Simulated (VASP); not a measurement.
Input of a VASP 6.6.1 run:

Contents of INCAR:

```
SYSTEM = Yb
  PREC = Accurate
  ENCUT = 520
  EDIFF = 1E-7
  ISMEAR = -1
  SIGMA = 0.1
  LREAL = .False.
  LASPH = .True.
  NELM = 80
  ALGO = Normal
  ISIF = 2
  LWAVE = .False.
  LCHARG = .False.
  GGA = PE
  NBANDS = 31
```

KPOINTS

```
regular mesh
0
Gamma
  7 7 7
  0 0 0
```

POSCAR

```
Yb
1.0
    0.0000000000      4.2032374099      4.2032374099
    4.2032374099      0.0000000000      4.2032374099
    4.2032374099      4.2032374099      0.0000000000
Yb
2
Direct
    0.1250000000      0.1250000000      0.1250000000
    0.8750000000      0.8750000000      0.8750000000
```

Potentials or basis: VASP PAW PBE potentials, release 64 (Yb).

Run with:

```console
$ cat potpaw_PBE.64/Yb/POTCAR > POTCAR
$ mpirun -np 1 vasp_std > vasp.out
```

(1) Predict the pressure.

(2) Estimate the band gap on the k mesh.

Results:

(1) 0.3 GPa.

(2) zero (bands 24 and 25 overlap by 1.10 eV).

Caveat: spin-orbit coupling is left out, which moves the levels of the heavy elements.
